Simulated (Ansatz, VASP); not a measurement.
**Two plane-wave programs on BN**

File INCAR:

```
ALGO     = Normal         # electronic algorithm
EDIFF    = 1E-7           # SCF threshold, eV
ENCUT    = 520            # plane-wave cutoff, eV
GGA      = PS             # functional
ISIF     = 2              # what is computed and relaxed
ISMEAR   = 0              # smearing method
LASPH    = True           # aspherical terms in the spheres
LCHARG   = False          # write CHGCAR
LREAL    = False          # projectors in reciprocal space
LWAVE    = False          # write WAVECAR
NBANDS   = 16             # bands
NELM     = 100            # most SCF steps
PREC     = Accurate       # precision mode
SIGMA    = 0.01           # smearing width, eV
```

The input KPOINTS:

```
k-points
0
Gamma
  8 8 5
```

The input POSCAR:

```
BN
1.0
    2.5978779112      0.0000000000      0.0000000000
   -1.2989389556      2.2498278327      0.0000000000
    0.0000000000      0.0000000000      4.3014547907
B N
2 2
Direct
    0.6666666667      0.3333333333      0.0000000000
    0.3333333333      0.6666666667      0.5000000000
    0.6666666667      0.3333333333      0.3750000000
    0.3333333333      0.6666666667      0.8750000000
```

Input for Ansatz:

```yaml
crystal:
  lattice:
    - [2.597877911209162, 0.0, 0.0]
    - [-1.298938955604581, 2.2498278326947987, 0.0]
    - [0.0, 0.0, 4.3014547906811]
  atoms:
    - { symbol: B, position: [0.6666666666666666, 0.3333333333333333, 0.0] }
    - { symbol: B, position: [0.3333333333333333, 0.6666666666666666, 0.5] }
    - { symbol: "N", position: [0.6666666666666666, 0.3333333333333333, 0.375] }
    - { symbol: "N", position: [0.3333333333333333, 0.6666666666666666, 0.875] }
basis:
  ecutwfc: 544.22772491976
  xc_grid: 1
kpoints:
  mp_grid:
    grid: [8, 8, 5]
hamiltonian:
  xc: pbesol
scf:
  n_extra_bands: 4
  occupations:
    method: fixed
output:
  stress: true
```

Alike in both runs: task single point; functional PBEsol; k mesh 8 × 8 × 5; no spin polarisation.

|  | VASP | Ansatz |
| --- | --- | --- |
| version | VASP 6.6.1 | Ansatz 0.2.0 |
| potentials or method | VASP PAW PBE potentials, release 64 (B, N), cutoff 520 eV | plane waves, PAW |
| occupations | gaussian, width 0.01 eV | fixed |
| valence electrons in the cell | 16 | 16 |

|  | VASP | Ansatz | Ansatz less VASP |
| --- | --- | --- | --- |
| pressure (GPa) | -22.6 | -22.9 | -0.37 |
| traceless stress, the component that is largest in VASP (GPa) | -0.74 | -0.70 | +0.035 |

VASP's potentials were made for PBE, not for PBEsol.
